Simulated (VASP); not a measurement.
Ba2SO: single point with r2SCAN

Crystal: Ba2SO.

```xyz
4
Lattice="4.2930 0.0000 0.0000 0.0000 4.2930 0.0000 0.0000 0.0000 6.0775" Properties=species:S:1:pos:R:3 pbc="T T T"
O     0.0000    0.0000    0.0000
Ba    0.0000    0.0000    3.0388
Ba    2.1465    2.1465    0.0000
S     2.1465    2.1465    3.0388
```

```
Program             : VASP 6.6.1
Task                : single point
Functional          : r2SCAN
Potentials or basis : VASP PAW PBE potentials, release 64 (O, Ba_sv, S)
Cutoff              : 520 eV
k mesh              : 6 × 6 × 4
Occupations         : gaussian, width 0.01 eV
Spin                : no spin polarisation
```

```
Pressure               : 0.8 GPa
Band gap on the k mesh : 1.90 eV, direct
```

Levels at points of the mesh, in eV from the valence-band top:
```csv
k point,band 12,band 13,band 14,band 15,band 16,band 17,band 18,band 19,band 20,band 21
"(0.00, 0.00, 0.00)",-0.70,-0.70,-0.05,0.00,0.00,1.90,3.34,4.15,4.15,4.39
"(0.50, 0.00, 0.00)",-2.01,-1.09,-0.97,-0.62,-0.22,4.01,5.15,5.17,5.52,5.64
"(0.50, 0.50, 0.00)",-0.85,-0.72,-0.06,-0.06,-0.01,2.02,2.02,5.27,6.39,7.17
"(0.00, 0.00, 0.50)",-0.83,-0.83,-0.77,-0.06,-0.06,2.28,3.49,4.43,5.37,5.38
"(0.50, 0.00, 0.50)",-2.48,-2.12,-0.99,-0.82,-0.69,4.94,5.32,6.03,6.37,6.58
"(0.50, 0.50, 0.50)",-1.01,-1.01,-0.66,-0.19,-0.19,3.83,3.83,4.94,4.94,6.05
```

Wall time 3.5 min on 1 thread of Intel Xeon 6975P-C (shared host), peak memory 0.27 GiB.

Caveat: the PAW data sets were made with another functional, which shifts forces and pressure a little; spin-orbit coupling is left out, which moves the levels of the heavy elements. A k mesh can miss the band edges.
